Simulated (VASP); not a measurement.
The system is C.

```
CELL_PARAMETERS angstrom
4.05825 0.00000 0.00000
-2.02912 3.51455 0.00000
0.00000 0.00000 3.46919
ATOMIC_POSITIONS crystal
C 0.76400 0.28765 0.59769
C 0.71235 0.47635 0.26436
C 0.52365 0.23600 0.93102
C 0.28765 0.76400 0.40231
C 0.47635 0.71235 0.73564
C 0.23600 0.52365 0.06898
C 0.87097 0.00000 0.66667
C 0.00000 0.87097 0.33333
C 0.12903 0.12903 0.00000
```

| Property | Result |
| --- | --- |
| Program | VASP 6.6.1 |
| Task | relaxation of cell and atoms |
| Functional | PBE |
| Potentials or basis | VASP PAW PBE potentials, release 64 (C) |
| Cutoff | 600 eV |
| k mesh | 6 × 6 × 6 |
| Occupations | gaussian, width 0.1 eV |
| Spin | no spin polarisation |

At the start: pressure 72.6 GPa; volume 5.50 Å³/atom.

Q: How do energy, volume and symmetry change on relaxing?

A: Over 17 steps the energy falls by 346.4 meV/atom and the volume is 6.43 Å³/atom (+17.0 %); space group P3_221 (No. 154, to 0.05 Å).

The path:
```
step  energy change (eV)  largest force (eV/Å)  pressure (GPa)  volume (Å³)
   1              0.0000                2.3600           72.57        49.48
   2             -0.5356                2.1585          -42.17        69.54
   3             -2.2156                1.7923           -4.90        58.98
   4             -2.2180                1.7614           -3.21        58.67
   5             -2.6835                1.1065           -6.29        60.03
   6             -2.6876                0.9746           -6.27        59.91
   7             -2.8843                0.5899            1.78        58.49
   8             -2.8859                0.5412            1.09        58.60
   9             -2.9453                0.4343           -1.63        58.64
  10             -2.9476                0.4733           -2.23        58.64
  11             -3.0093                0.4531           -0.26        58.13
  12             -3.0709                0.2814            3.55        57.17
  13             -3.1025                0.4323           -0.31        57.83
  14             -3.1072                0.2517            0.66        57.66
  15             -3.1122                0.2596           -0.72        58.01
  16             -3.1157                0.0835           -0.18        57.88
  17             -3.1173                0.0351           -0.05        57.88
```

Final structure:
```yaml
crystal:
  lattice:
    - [4.29232, 0.00000, 0.00000]
    - [-2.14616, 3.71726, 0.00000]
    - [0.00000, 0.00000, 3.62733]
  atoms:
    - { symbol: C, position: [0.72226, 0.25478, 0.55239] }
    - { symbol: C, position: [0.74522, 0.46748, 0.21906] }
    - { symbol: C, position: [0.53252, 0.27774, 0.88572] }
    - { symbol: C, position: [0.25478, 0.72226, 0.44761] }
    - { symbol: C, position: [0.46748, 0.74522, 0.78094] }
    - { symbol: C, position: [0.27774, 0.53252, 0.11428] }
    - { symbol: C, position: [0.85593, 0.00000, 0.66667] }
    - { symbol: C, position: [0.00000, 0.85593, 0.33333] }
    - { symbol: C, position: [0.14407, 0.14407, 0.00000] }
```

Caveat: the volume moved by over 15 % at a fixed basis, so the end points are rough.
